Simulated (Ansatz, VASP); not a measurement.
# One calculation of Al2O3, two programs

Contents of INCAR:

```
ALGO = Normal
EDIFF = 1E-7
EDIFFG = -0.002
ENCUT = 520
GGA = PE
IBRION = 2
ISIF = 2
ISMEAR = 0
LASPH = True
LCHARG = False
LREAL = False
LWAVE = False
NELM = 100
NSW = 80
PREC = Accurate
SIGMA = 0.01
```

The input KPOINTS:

```
k-points
0
Gamma
  6 6 6
```

POSCAR

```
Al2O3
1.0
    2.3802500000      1.3742379782      4.3318666667
   -2.3802500000      1.3742379782      4.3318666667
    0.0000000000     -2.7484759565      4.3318666667
Al O
4 6
Direct
    0.3521600000      0.3521600000      0.3521600000
    0.1478400000      0.1478400000      0.1478400000
    0.6478400000      0.6478400000      0.6478400000
    0.8521600000      0.8521600000      0.8521600000
    0.5566800000      0.9433200000      0.2500000000
    0.2500000000      0.5566800000      0.9433200000
    0.9433200000      0.2500000000      0.5566800000
    0.4433200000      0.0566800000      0.7500000000
    0.7500000000      0.4433200000      0.0566800000
    0.0566800000      0.7500000000      0.4433200000
```

Input for Ansatz:

```yaml
crystal:
  lattice:
    - [2.38025, 1.3742379782, 4.3318666667]
    - [-2.38025, 1.3742379782, 4.3318666667]
    - [0.0, -2.7484759565, 4.3318666667]
  atoms:
    - { symbol: Al, position: [0.35216, 0.35216, 0.35216] }
    - { symbol: Al, position: [0.14784, 0.14784, 0.14784] }
    - { symbol: Al, position: [0.64784, 0.64784, 0.64784] }
    - { symbol: Al, position: [0.85216, 0.85216, 0.85216] }
    - { symbol: O, position: [0.55668, 0.94332, 0.25] }
    - { symbol: O, position: [0.25, 0.55668, 0.94332] }
    - { symbol: O, position: [0.94332, 0.25, 0.55668] }
    - { symbol: O, position: [0.44332, 0.05668, 0.75] }
    - { symbol: O, position: [0.75, 0.44332, 0.05668] }
    - { symbol: O, position: [0.05668, 0.75, 0.44332] }
scf:
  occupations: { method: fixed }
output:
  forces: true
  stress: true
  eigenvalues: true
kpoints:
  mp_grid: { grid: [6, 6, 6] }
hamiltonian:
  xc: pbe
relax:
  f_tol: 0.002
  max_steps: 60
```

Alike in both runs: task relaxation of the atoms; functional PBE; k mesh 6 × 6 × 6; no spin polarisation.

|  | VASP | Ansatz |
| --- | --- | --- |
| version | VASP 6.6.1 | Ansatz 0.2.0 |
| potentials or method | VASP PAW PBE potentials, release 64 (Al, O) | scalar-relativistic, plane waves, PAW |
| plane-wave cutoff (eV) | 520 | 420 |
| occupations | gaussian, width 0.01 eV | fixed |
| valence electrons in the cell | 48 | 48 |

```csv
,VASP,Ansatz,Ansatz less VASP
"gap on the k mesh at the Fermi level, each at its own relaxed structure (eV)",6.22,6.22,+0.002
```

Ansatz's warnings: stress scf threshold loose.
